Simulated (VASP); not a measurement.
## MoS: single point with PBEsol

MoS, a slab with vacuum:

```xyz
4
Lattice="3.1415 0.0000 0.0000 -1.5708 2.7206 0.0000 0.0000 0.0000 32.3373" Properties=species:S:1:pos:R:3 pbc="T T T"
Mo    0.0000    0.0000    7.5000
Mo    0.0000    0.0000   24.8373
S     0.0000    1.8137    9.0581
S     0.0000    1.8137   23.2792
```

| Property | Result |
| --- | --- |
| Program | VASP 6.6.1 |
| Task | single point |
| Functional | PBEsol |
| Potentials or basis | VASP PAW PBE potentials, release 64 (Mo_sv, S) |
| Cutoff | 520 eV |
| k mesh | 9 × 9 × 1 |
| Occupations | gaussian, width 0.05 eV |
| Spin | no spin polarisation |

The largest force is 1.062 eV/Å and the band gap on the k mesh is 0.06 eV (least direct gap 0.59 eV).

Forces on the atoms (eV/Å):
```
Mo   0.000  0.000  1.062
Mo   0.000  0.000 -1.062
S    0.000  0.000 -1.062
S    0.000  0.000  1.062
```

Levels at points of the mesh, in eV from the valence-band top:
| k point | band 17 | band 18 | band 19 | band 20 | band 21 | band 22 | band 23 | band 24 |
| --- | --- | --- | --- | --- | --- | --- | --- | --- |
| (0.00, 0.00, 0.00) | -0.69 | -0.69 | -0.43 | -0.43 | 0.16 | 0.16 | 0.16 | 0.16 |

It took 85 s on 1 thread of Intel(R) Xeon(R) Platinum 8559C (Emerald Rapids), with other jobs on the host, peak memory 0.38 GiB.

Caveat: the PAW data sets were made with another functional, which shifts forces and pressure a little.
